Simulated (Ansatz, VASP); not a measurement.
**Sn: VASP beside Ansatz**

```
Sn
1.0
     0.00000    3.32732    3.32732
     3.32732    0.00000    3.32732
     3.32732    3.32732    0.00000
Sn
2
Direct
  0.00000 0.00000 0.00000
  0.25000 0.25000 0.25000
```

Alike in both runs: task relaxation of cell and atoms; functional PBE; k mesh 12 × 12 × 12; occupations gaussian, width 0.1 eV; no spin polarisation.

|  | VASP | Ansatz |
| --- | --- | --- |
| version | VASP 6.6.1 | Ansatz 0.2.0 |
| potentials or method | VASP PAW PBE potentials, release 64 (Sn_d), cutoff 600 eV | scalar-relativistic, plane waves, PAW |
| valence electrons in the cell | 28 | 28 |

```tsv
	VASP	Ansatz	Ansatz less VASP
gap on the k mesh at the Fermi level, each at its own relaxed structure (eV)	none	none	-
relaxed volume (Å³/atom)	36.84	36.84	0.000
relaxed cell length with the largest relative difference (Å)	4.706	4.706	0.0000
```

A gap of «none» marks a metal or a gap that the smearing closes.

Noted on VASP's run: the relaxation stopped at its first step, so nothing moved.
